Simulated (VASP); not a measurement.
Set up this calculation in VASP 6.6.1, as the native input.

```yaml
Task: single point
Functional: PBE
Potentials_or_basis: VASP PAW PBE potentials, release 64 (Zn, Ge_d, N)
Cutoff: 520 eV
k_mesh: 12 × 12 × 14
Occupations: gaussian, width 0.1 eV
Spin: no spin polarisation
Dipole_correction: no
Further_INCAR_settings: ALGO = Normal; EDIFF = 1e-06; NBANDS = 30
```

The structure of ZnGe2N lies in POSCAR:

```
ZnGe2N
1.0
    4.7804570006      0.0000000000      0.0000000000
   -2.3902285003      4.1399972042      0.0000000000
    0.0000000000      0.0000000000      3.5845950814
Zn Ge N
1 2 1
Direct
    0.0000000000      0.0000000000      0.0000000000
    0.3333333333      0.6666666667      0.5000000000
    0.6666666667      0.3333333333      0.5000000000
    0.0000000000      0.0000000000      0.5000000000
```

The cell was generated, and may not be a known phase.

One way to write it, as run:

INCAR

```
ALGO = Normal
EDIFF = 1E-6
ENCUT = 520
GGA = PE
ISIF = 2
ISMEAR = 0
LASPH = True
LCHARG = False
LREAL = False
LWAVE = False
NBANDS = 30
NELM = 80
PREC = Accurate
SIGMA = 0.1
```

KPOINTS

```
k-points
0
Gamma
  12 12 14
```

Potentials or basis: VASP PAW PBE potentials, release 64 (Zn, Ge_d, N).

Launch:

```sh
$ cat potpaw_PBE.64/Zn/POTCAR potpaw_PBE.64/Ge_d/POTCAR potpaw_PBE.64/N/POTCAR > POTCAR
$ mpirun -np 1 vasp_std > vasp.out
```

Results of the run:

* Pressure: 0.4 GPa
* Band gap on the k mesh: zero (an odd number of electrons rules out a gap without spin polarisation)

It took 3.9 min on 1 thread of Intel(R) Xeon(R) Platinum 8488C (Sapphire Rapids), with other jobs on the host, peak memory 0.41 GiB.
